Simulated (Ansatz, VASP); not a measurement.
Given: the input of a run of VASP 6.6.1 on La.

Contents of INCAR:

```
PREC = Accurate
ENCUT = 520
EDIFF = 1E-7
ISMEAR = -1
SIGMA = 0.05
LREAL = False
LASPH = True
NELM = 100
ALGO = Normal
ISIF = 2
LWAVE = False
LCHARG = True
LELF = True
LVHAR = True
NBANDS = 12
```

The input KPOINTS:

```
Automatic mesh
0
Gamma
  9 9 9
```

Contents of POSCAR:

```
La
1.0
   -2.1517794217      2.1517794217      2.1517794217
    2.1517794217     -2.1517794217      2.1517794217
    2.1517794217      2.1517794217     -2.1517794217
La
1
Direct
    0.0000000000      0.0000000000      0.0000000000
```

Potentials or basis: VASP PAW LDA potentials, release 64 (La).

Run with:

```console
$ cat potpaw_LDA.64/La/POTCAR > POTCAR
$ mpirun -np 1 vasp_std > vasp.out
```

Question: Translate it to Ansatz 0.2.0. Potentials there: all-electron LAPW, scalar-relativistic.

Answer: As run (the cutoff follows the program's own potentials):

Contents of input.yaml:

```yaml
crystal:
  lattice:
    - [-2.1517794217, 2.1517794217, 2.1517794217]
    - [2.1517794217, -2.1517794217, 2.1517794217]
    - [2.1517794217, 2.1517794217, -2.1517794217]
  atoms:
    - { symbol: La, position: [0.0, 0.0, 0.0] }
kpoints:
  mp_grid: { grid: [9, 9, 9] }
scf:
  occupations: { method: fermi_dirac, width: 0.05 }
hamiltonian:
  xc: lda
  pseudopotentials: { kind: all_electron, lapw: { basis_error: 0.001 } }
output:
  forces: true
  stress: true
  eigenvalues: true
```

Potentials or basis: all-electron LAPW, scalar-relativistic.

The run is started by

```sh
$ ansatz run input.yaml --threads 2 --pin off --max-ram 6144MiB --backend cpu --events-out ev --progress --plain --runs-dir out
```

Both were run:

|  | VASP | Ansatz | Ansatz less VASP |
| --- | --- | --- | --- |
| gap on the k mesh at the Fermi level (eV) | none | none | - |
| pressure (GPa) | -4.6 | -4.5 | +0.07 |

LDA's correlation is that of Perdew and Zunger in VASP and of Perdew and Wang (1992) in Ansatz. A gap of «none» marks a metal or a gap that the smearing closes. Ansatz ran all-electron here, and VASP with PAW potentials.

Spin-orbit coupling is off throughout.
